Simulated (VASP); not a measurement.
AlN (wurtzite type), 8 atoms in the cell. Symmetry: P6_3mc, No. 186, hexagonal system. Conventional cell: a = 3.130 Å, b = 3.130 Å, c = 5.018 Å, α = 90.00°, β = 90.00°, γ = 120.00°. Within 2.5 Å of Al (site symmetry 3m) lie 4 N at 1.90 to 1.91 Å. N (site symmetry 3m) has 4 Al at 1.90 to 1.91 Å within 2.5 Å. 

- Program: VASP 6.6.1
- Task: single point
- Functional: PBE
- Potentials or basis: VASP PAW PBE potentials, release 64 (Al, N)
- Cutoff: 520 eV
- k mesh: 10 × 6 × 6
- Occupations: fermi-dirac, width 0.02 eV
- Spin: no spin polarisation
- Dipole correction: no
- Further INCAR settings: ALGO = Normal; EDIFF = 1e-07; NBANDS = 26

Potentials or basis: VASP PAW PBE potentials, release 64 (Al, N).

Command:

```sh
$ cat potpaw_PBE.64/Al/POTCAR potpaw_PBE.64/N/POTCAR > POTCAR
$ mpirun -np 1 vasp_std > vasp.out
```

Hardware: 1 thread of Intel(R) Xeon(R) Platinum 8488C (Sapphire Rapids), with other jobs on the host.

Problem. How long does it take, and how much memory?

Solution. Run time: 3.2 min on 1 thread of Intel(R) Xeon(R) Platinum 8488C (Sapphire Rapids), with other jobs on the host, peak memory 0.29 GiB. Counts: scf iterations 15, k points 96.
